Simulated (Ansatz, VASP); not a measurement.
## Al3GaN4: VASP beside Ansatz

The input POSCAR:

```
Al3GaN4
1.0
    4.4012372935      0.0000000000      0.0000000000
    0.0000000000      4.4012372935      0.0000000000
    0.0000000000      0.0000000000      4.4012372935
Al Ga N
3 1 4
Direct
    0.5000000000      0.5000000000      0.0000000000
    0.5000000000      0.0000000000      0.5000000000
    0.0000000000      0.5000000000      0.5000000000
   -0.0032794771     -0.0032794771     -0.0032794771
    0.7444581597      0.7444581597      0.2555418403
    0.7444581597      0.2555418403      0.7444581597
    0.2555418403      0.7444581597      0.7444581597
    0.2555418403      0.2555418403      0.2555418403
```

File INCAR.step1:

```
SYSTEM = Al3GaN4
PREC = Accurate
ENCUT = 520
ISMEAR = 0
SIGMA = 0.05
LREAL = .FALSE.
LASPH = .TRUE.
NELM = 80
NBANDS = 31
GGA = PE
ALGO = Normal
EDIFF = 1E-4
LWAVE = .TRUE.
LCHARG = .FALSE.
```

The input INCAR.step2:

```
SYSTEM = Al3GaN4
PREC = Accurate
ENCUT = 520
EDIFF = 1E-6
ISMEAR = 0
SIGMA = 0.05
LREAL = .FALSE.
LASPH = .TRUE.
NELM = 80
ALGO = Normal
ISIF = 2
LWAVE = .FALSE.
LCHARG = .TRUE.
METAGGA = R2SCAN
LMIXTAU = .TRUE.
LELF = .TRUE.
LVHAR = .TRUE.
NBANDS = 31
ISTART = 1
```

The input KPOINTS:

```
regular mesh
0
G
  6 6 6
  0 0 0
```

Input for Ansatz:

```yaml
crystal:
  lattice:
    - [4.4012372935, 0.0, 0.0]
    - [0.0, 4.4012372935, 0.0]
    - [0.0, 0.0, 4.4012372935]
  atoms:
    - { symbol: Al, position: [0.5, 0.5, 0.0] }
    - { symbol: Al, position: [0.5, 0.0, 0.5] }
    - { symbol: Al, position: [0.0, 0.5, 0.5] }
    - { symbol: Ga, position: [-0.0032794771, -0.0032794771, -0.0032794771] }
    - { symbol: "N", position: [0.7444581597, 0.7444581597, 0.2555418403] }
    - { symbol: "N", position: [0.7444581597, 0.2555418403, 0.7444581597] }
    - { symbol: "N", position: [0.2555418403, 0.7444581597, 0.7444581597] }
    - { symbol: "N", position: [0.2555418403, 0.2555418403, 0.2555418403] }
basis:
  ecutwfc: 500
kpoints:
  mp_grid: { grid: [6, 6, 6] }
hamiltonian:
  xc: r2scan
scf:
  occupations: { method: gaussian, width: 0.05 }
output:
  forces: true
  stress: true
  eigenvalues: true
```

Change from the starting cell: all Ga atoms moved -0.025 Å, as atom 4 along Cartesian [1 1 1].

Alike in both runs: task single point; functional r2SCAN; k mesh 6 × 6 × 6; occupations gaussian, width 0.05 eV; no spin polarisation.

```csv
,VASP,Ansatz
version,VASP 6.6.1,Ansatz 0.2.0
potentials or method,"VASP PAW PBE potentials, release 64 (Al, Ga_d, N), cutoff 520 eV","scalar-relativistic, plane waves, PAW"
valence electrons in the cell,42,42
```

VASP gave:

| Item | Value |
| --- | --- |
| gap on the k mesh at the Fermi level (eV) | 3.88 |
| least direct gap on the mesh (eV) | 3.88 |
| pressure (GPa) | 0.0 |
| traceless stress, the component that is largest in VASP (GPa) | -0.24 |
| rms of the force components (eV/Å) | 0.120 |

Which values does Ansatz return?

gap on the k mesh at the Fermi level (eV): 3.89; least direct gap on the mesh (eV): 3.89; pressure (GPa): 0.0; traceless stress, the component that is largest in VASP (GPa): -0.23; rms of the force components (eV/Å): 0.110.

VASP's potentials were made for PBE, not for r2SCAN. Atom by atom the forces differ by 0.032 eV/Å (rms over components).
